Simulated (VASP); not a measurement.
Runs of VASP 6.6.1 on KBr. The structure is that of space group I4/mmm (No. 139), or close to it. The cells are those of the table. 

```csv
cell,gap on the mesh (eV),pressure (GPa)
"a = 4.623, b = 4.623, c = 4.726 Å, angles 59.3, 59.3, 61.5°, 2 atoms",(c),-1.4
"a = 4.692, b = 4.692, c = 4.796 Å, angles 59.3, 59.3, 61.5°, 2 atoms",3.93,-1.9
"a = 4.587, b = 4.587, c = 4.656 Å, angles 59.5, 59.5, 61.0°, 2 atoms",4.12,(a)
"a = 4.727, b = 4.727, c = 4.796 Å, angles 59.5, 59.5, 61.0°, 2 atoms",3.90,(b)
"a = 4.658, b = 4.658, c = 4.517 Å, angles 61.0, 61.0, 58.0°, 2 atoms",4.12,-0.9
```

Alike in all rows: task single point; level LDA; potentials or basis VASP PAW LDA potentials, release 64 (K_sv, Br); no spin polarisation; k mesh 6 × 6 × 6; cutoff (eV) 520; smearing gaussian 0.05 eV.

Question: Estimate the missing entries.

Answer: (a) -1.1; (b) -2.1; (c) 4.04.

A k mesh can miss the band edges, and the runs leave out spin-orbit coupling on Br.
